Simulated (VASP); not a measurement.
A run of VASP 6.6.1 is set up as follows.

Contents of POSCAR:

```
Ga
1.0
    2.7660000000     -8.0530000000      0.0000000000
    1.3830000000      4.0265000000      0.0000000000
   -0.1174474948      0.0000000000      3.3299294416
Ga
4
Direct
    0.4428881921      0.1755891248      0.2461142239
    0.9239144087      0.1094980091      0.2629004654
    0.0664676902      0.8477402979      0.7189209387
    0.5602399604      0.8683132748      0.7589518169
```

The input INCAR.step1:

```
ALGO = Normal ; EDIFF = 1E-5
ENCUT = 440 ; GGA = PE
GGA_COMPAT = False ; ISMEAR = -1
LASPH = True ; LCHARG = False
LREAL = False ; LWAVE = True
NBANDS = 34 ; NELM = 120
PREC = Accurate ; SIGMA = 0.08
```

INCAR.step2

```
ALGO = Normal ; EDIFF = 1E-6
ENCUT = 440 ; GGA_COMPAT = False
ISIF = 2 ; ISMEAR = -1
ISTART = 1 ; LASPH = True
LCHARG = True ; LELF = True
LMIXTAU = True ; LREAL = False
LVHAR = True ; LWAVE = False
METAGGA = R2SCAN ; NBANDS = 34
NELM = 120 ; PREC = Accurate
SIGMA = 0.08
```

Contents of KPOINTS:

```
k-points
0
Gamma
  4 7 6
```

Potentials or basis: VASP PAW PBE potentials, release 64 (Ga_d).

Run with:

```bash
$ cat potpaw_PBE.64/Ga_d/POTCAR > POTCAR
$ cp INCAR.step1 INCAR
$ mpirun -np 1 vasp_std > vasp.out
$ cp INCAR.step2 INCAR
$ mpirun -np 1 vasp_std > vasp.out
```

Task: Predict the band gap on the k mesh.

Result: Zero (bands 26 and 27 overlap by 5.06 eV).

Task: Predict the pressure.

Result: -1.0 GPa.

Stress tensor (GPa, compression positive):
```
-0.76  0.25  0.05
 0.25 -1.20  0.41
 0.05  0.41 -1.11
```

Caveat: the PAW data sets were made with another functional, which shifts forces and pressure a little.
